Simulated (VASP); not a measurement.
Write the native input for VASP 6.6.1 that does the following.

```
Task                   : single point
Functional             : PBE
Potentials or basis    : VASP PAW PBE potentials, release 64 (Ga_d, N)
Cutoff                 : 520 eV
k mesh                 : 10 × 10 × 10
Occupations            : fermi-dirac, width 0.02 eV
Spin                   : no spin polarisation
Dipole correction      : no
Further INCAR settings : ALGO = Normal; EDIFF = 1e-07; NBANDS = 16
```

The structure of GaN lies in POSCAR:

```
GaN
1.0
    0.0000000000      2.2066723146      2.2489526240
    2.2066723146      0.0000000000      2.2489526240
    2.2066723146      2.2066723146      0.0000000000
Ga N
1 1
Direct
    0.0000000000      0.0000000000      0.0000000000
    0.7500000000      0.7500000000      0.7500000000
```

This cell differs from its parent crystal: biaxial xy strain -1.9%.

These files were run (other wordings do the same):

INCAR

```
PREC     = Accurate       # precision mode
ENCUT    = 520            # plane-wave cutoff, eV
EDIFF    = 1E-7           # SCF threshold, eV
ISMEAR   = -1             # smearing method
SIGMA    = 0.02           # smearing width, eV
LREAL    = False          # projectors in reciprocal space
LASPH    = True           # aspherical terms in the spheres
NELM     = 100            # most SCF steps
ALGO     = Normal         # electronic algorithm
ISIF     = 2              # what is computed and relaxed
LWAVE    = False          # write WAVECAR
LCHARG   = False          # write CHGCAR
GGA      = PE             # functional
NBANDS   = 16             # bands
```

KPOINTS

```
Automatic mesh
0
Gamma
  10 10 10
```

Potentials or basis: VASP PAW PBE potentials, release 64 (Ga_d, N).

Command:

```console
$ cat potpaw_PBE.64/Ga_d/POTCAR potpaw_PBE.64/N/POTCAR > POTCAR
$ mpirun -np 1 vasp_std > vasp.out
```

It gave:

The pressure is 14.3 GPa and the band gap on the k mesh is 1.98 eV, direct.

Caveat: the cell differs from its parent crystal (biaxial xy strain -1.9%).

It took 15 s on 1 thread of Intel(R) Xeon(R) 6975P-C (Granite Rapids) (shared host), peak memory 0.16 GiB.
